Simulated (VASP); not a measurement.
A run of VASP 6.6.1:

Contents of INCAR:

```
ALGO     = Normal         # electronic algorithm
EDIFF    = 1E-7           # SCF threshold, eV
ENCUT    = 520            # plane-wave cutoff, eV
GGA      = PE             # functional
ISIF     = 2              # what is computed and relaxed
ISMEAR   = -1             # smearing method
LASPH    = True           # aspherical terms in the spheres
LCHARG   = False          # write CHGCAR
LREAL    = False          # projectors in reciprocal space
LWAVE    = False          # write WAVECAR
NBANDS   = 20             # bands
NELM     = 80             # most SCF steps
PREC     = Accurate       # precision mode
SIGMA    = 0.05           # smearing width, eV
```

The input KPOINTS:

```
k-points
0
Gamma
  8 8 8
```

The input POSCAR:

```
MoS2
1.0
    0.0000000000      2.9347923934      2.9347923934
    2.9347923934      0.0000000000      2.9347923934
    2.9347923934      2.9347923934      0.0000000000
Mo S
1 2
Direct
    0.0000000000      0.0000000000      0.0000000000
    0.2500000000      0.2500000000      0.2500000000
    0.7500000000      0.7500000000      0.7500000000
```

Potentials or basis: VASP PAW PBE potentials, release 64 (Mo_sv, S).

The run is started by

```console
$ cat potpaw_PBE.64/Mo_sv/POTCAR potpaw_PBE.64/S/POTCAR > POTCAR
$ mpirun -np 1 vasp_std > vasp.out
```

Hardware: 1 thread of Intel(R) Xeon(R) Platinum 8375C CPU @ 2.90GHz (Ice Lake) (shared host).

Q: Estimate the wall time of this run.

A: Wall time 18 s on 1 thread of Intel(R) Xeon(R) Platinum 8375C CPU @ 2.90GHz (Ice Lake), on a shared host, peak memory 0.18 GiB. Counts: scf iterations 16, k points 29.
